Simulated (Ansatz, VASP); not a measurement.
## Ti in VASP and in Ansatz

The input INCAR:

```
PREC = Accurate
ENCUT = 520
EDIFF = 1E-6
ISMEAR = 0
SIGMA = 0.15
LREAL = F
LASPH = T
NELM = 60
ALGO = Fast
ISIF = 2
LWAVE = F
LCHARG = T
GGA = PS
LELF = T
LVHAR = T
NBANDS = 19
```

The input KPOINTS:

```
Automatic mesh
0
Gamma
  18 18 10
```

The input POSCAR:

```
Ti
1.0
    2.9499978604      0.0000000000      0.0000000000
   -1.4749989302      2.5547730882      0.0000000000
    0.0000000000      0.0000000000      4.8265800000
Ti
2
Direct
    0.3333333333      0.6666666667      0.2500000000
    0.6666666667      0.3333333333      0.7500000000
```

Input for Ansatz:

```yaml
crystal:
  lattice:
    - [2.9499978604, 0.0, 0.0]
    - [-1.4749989302, 2.5547730882, 0.0]
    - [0.0, 0.0, 4.82658]
  atoms:
    - { symbol: Ti, position: [0.3333333333, 0.6666666667, 0.25] }
    - { symbol: Ti, position: [0.6666666667, 0.3333333333, 0.75] }
basis:
  ecutwfc: 420
kpoints:
  mp_grid: { grid: [18, 18, 10] }
hamiltonian:
  xc: pbesol
scf:
  occupations: { method: gaussian, width: 0.15 }
output:
  forces: true
  stress: true
  eigenvalues: true
  write_density: true
  write_potential: true
  elf: true
  volumetric_format: npy
```

Change from the starting cell: strain +0.0300 x Voigt [0, 0, 1, 0, 0, 0], atoms carried along.

Alike in both runs: task single point; functional PBEsol; k mesh 18 × 18 × 10; occupations gaussian, width 0.15 eV; no spin polarisation.

```csv
,VASP,Ansatz
version,VASP 6.6.1,Ansatz 0.2.0
potentials or method,"VASP PAW PBE potentials, release 64 (Ti_sv), cutoff 520 eV","scalar-relativistic, plane waves, PAW"
valence electrons in the cell,24,24
```

|  | VASP | Ansatz | Ansatz less VASP |
| --- | --- | --- | --- |
| gap on the k mesh at the Fermi level (eV) | none | none | - |
| pressure (GPa) | -8.8 | -8.6 | +0.18 |
| traceless stress, the component that is largest in VASP (GPa) | -2.26 | -2.28 | -0.017 |

VASP's potentials were made for PBE, not for PBEsol. A gap of «none» marks a metal or a gap that the smearing closes.
